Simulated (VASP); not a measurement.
The system is CO2.

```
CELL_PARAMETERS angstrom
-1.78180 1.78180 2.96903
1.78180 -1.78180 2.96903
1.78180 1.78180 -2.96903
ATOMIC_POSITIONS crystal
C 0.00000 0.00000 0.00000
C 0.75000 0.25000 0.50000
O 0.37500 0.33900 0.46400
O 0.66100 0.12500 0.03600
O 0.87500 0.91100 0.53600
O 0.08900 0.62500 0.96400
```

| Quantity | Value |
| --- | --- |
| Program | VASP 6.6.1 |
| Task | relaxation of cell and atoms |
| Functional | PBE |
| Potentials or basis | VASP PAW PBE potentials, release 64 (C, O) |
| Cutoff | 600 eV |
| k mesh | 12 × 12 × 12 |
| Occupations | gaussian, width 0.05 eV |
| Spin | no spin polarisation |

At the start: pressure 35.2 GPa; volume 6.28 Å³/atom.

Task: Where does the relaxation end?

Result: Over 17 steps the energy falls by 211.2 meV/atom and the volume is 7.87 Å³/atom (+25.2 %); space group I-42d (No. 122, to 0.1 Å) before and after.

The path:
```
step  energy change (eV)  largest force (eV/Å)  pressure (GPa)  volume (Å³)
   1              0.0000                1.4258           35.24        37.70
   2             -0.8626                1.6666          -11.48        45.76
   3             -0.8712                1.6376           -7.83        44.81
   4             -1.0749                0.6539            8.00        45.22
   5             -1.1034                0.0674            3.55        45.11
   6             -1.1888                0.0345            0.88        46.21
   7             -1.2454                0.0035           -4.44        48.64
   8             -1.2488                0.0078           -3.28        48.10
   9             -1.2577                0.3191            3.08        47.07
  10             -1.2616                0.2057            0.76        47.43
  11             -1.2659                0.0534           -0.71        47.35
  12             -1.2666                0.0150           -0.33        47.37
  13             -1.2668                0.0245            0.14        47.25
  14             -1.2668                0.0253            0.15        47.25
  15             -1.2669                0.0062           -0.02        47.22
  16             -1.2669                0.0075           -0.05        47.22
  17             -1.2669                0.0027            0.06        47.19
```

Final structure:
```
C O
1.0
    -1.98538    1.98538    2.99317
     1.98538   -1.98538    2.99317
     1.98538    1.98538   -2.99317
C O
2 4
Direct
  0.00000 0.00000 0.00000
  0.75000 0.25000 0.50000
  0.37500 0.28959 0.41459
  0.71041 0.12500 0.08541
  0.87500 0.96041 0.58541
  0.03959 0.62500 0.91459
```

Caveat: the volume moved by over 15 % at a fixed basis, so the end points are rough.
